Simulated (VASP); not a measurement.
Input of a VASP 6.6.1 run:

Contents of INCAR:

```
SYSTEM = Cd
PREC = Accurate ; ENCUT = 520
EDIFF = 1E-6 ; ISMEAR = 0
SIGMA = 0.15 ; LREAL = .False.
LASPH = .True. ; NELM = 60
ALGO = Fast ; ISIF = 2
LWAVE = .False. ; LCHARG = .True.
GGA = PE ; LELF = .True.
LVHAR = .True. ; NBANDS = 19
```

File KPOINTS:

```
regular mesh
0
Gamma
  18 18 8
  0 0 0
```

The input POSCAR:

```
Cd
1.0
    3.0384499582      0.0000000000      0.0000000000
   -1.5192249791      2.6313748520      0.0000000000
    0.0000000000      0.0000000000      5.6176500000
Cd
2
Direct
    0.3333333333      0.6666666667      0.2500000000
    0.6666666667      0.3333333333      0.7500000000
```

Potentials or basis: VASP PAW PBE potentials, release 64 (Cd).

The run is started by

```bash
$ cat potpaw_PBE.64/Cd/POTCAR > POTCAR
$ mpirun -np 1 vasp_std > vasp.out
```

Q: What does it give for the pressure?

A: 0.9 GPa.

Q: What does it give for the band gap on the k mesh?

A: Zero (bands 12 and 13 overlap by 4.12 eV).

Stress tensor (GPa, compression positive):
```
0.87 0.00 0.00
0.00 0.87 0.00
0.00 0.00 1.01
```

Caveat: the cell differs from its parent crystal (strain +0.0200 x Voigt [1, 1, 0, 0, 0, 0]).
